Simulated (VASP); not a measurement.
Set up this calculation in VASP 6.6.1, as the native input.

```
Task                               : single point
Functional                         : HSE06
Potentials or basis                : VASP PAW PBE potentials, release 64 (Mn_pv, O)
Cutoff                             : 520 eV
k mesh                             : 6 × 6 × 6
Occupations                        : fermi-dirac, width 0.05 eV
Spin                               : collinear spin, ferromagnetic start
Starting moments                   : [4.0, 0.0] μB
Dipole correction                  : no
Grid for exact exchange (PRECFOCK) : Normal
Further INCAR settings             : ALGO = Normal; EDIFF = 1e-07; NBANDS = 20
Share of exact exchange            : 0.25
Screening parameter                : 0.2079 1/Å
```

The system is MnO.

```
Mn O
1.0
     0.00000    2.19385    2.19385
     2.19385    0.00000    2.19385
     2.19385    2.19385    0.00000
Mn O
1 1
Direct
  0.00000 0.00000 0.00000
  0.50000 0.50000 0.50000
```

One way to write it, as run:

POSCAR

```
MnO
1.0
    0.0000000000      2.1938512115      2.1938512115
    2.1938512115      0.0000000000      2.1938512115
    2.1938512115      2.1938512115      0.0000000000
Mn O
1 1
Direct
    0.0000000000      0.0000000000      0.0000000000
    0.5000000000      0.5000000000      0.5000000000
```

INCAR.step1

```
SYSTEM = MnO
PREC = Accurate ; ENCUT = 520
EDIFF = 1E-5 ; ISMEAR = -1
SIGMA = 0.05 ; LREAL = .FALSE.
LASPH = .TRUE. ; NELM = 150
ALGO = Normal ; ISIF = 2
LWAVE = .TRUE. ; LCHARG = .FALSE.
ISPIN = 2 ; MAGMOM = 4 0
LORBIT = 11 ; LMAXMIX = 4
NBANDS = 20 ; GGA = PE
KPAR = 4
```

INCAR.step2

```
SYSTEM = MnO
PREC = Accurate ; ENCUT = 520
EDIFF = 1E-7 ; ISMEAR = -1
SIGMA = 0.05 ; LREAL = .FALSE.
LASPH = .TRUE. ; NELM = 150
ALGO = Normal ; ISIF = 2
LWAVE = .FALSE. ; LCHARG = .FALSE.
ISPIN = 2 ; MAGMOM = 4 0
LORBIT = 11 ; LMAXMIX = 4
GGA = PE ; LHFCALC = .TRUE.
HFSCREEN = 0.2079 ; PRECFOCK = Normal
NBANDS = 20 ; ISTART = 1
KPAR = 4
```

KPOINTS

```
Automatic mesh
0
G
  6 6 6
  0 0 0
```

Potentials or basis: VASP PAW PBE potentials, release 64 (Mn_pv, O).

Command:

```bash
$ cat potpaw_PBE.64/Mn_pv/POTCAR potpaw_PBE.64/O/POTCAR > POTCAR
$ cp INCAR.step1 INCAR
$ mpirun -np 4 vasp_std > vasp.out
$ cp INCAR.step2 INCAR
$ mpirun -np 4 vasp_std > vasp.out
```

It gave:

```yaml
Pressure: 9.0 GPa
Band_gap_on_the_k_mesh: 1.32 eV (least direct gap 4.35 eV)
Net_moment: 5.00 μB per cell
Site_moments: Mn +4.58; O +0.21 μB
Valence_electrons_inside_the_program's_atomic_spheres: Mn 11.37; O 5.06
```

Caveat: the cell stands under pressure; the PAW data sets were made with another functional, which shifts forces and pressure a little; a cell with one magnetic atom can't hold antiferromagnetic order, which such compounds often take.

It took 18 min on 4 MPI ranks on AMD EPYC 7R13 Processor (Zen 3), on a shared host, peak memory 0.23 GiB a rank.
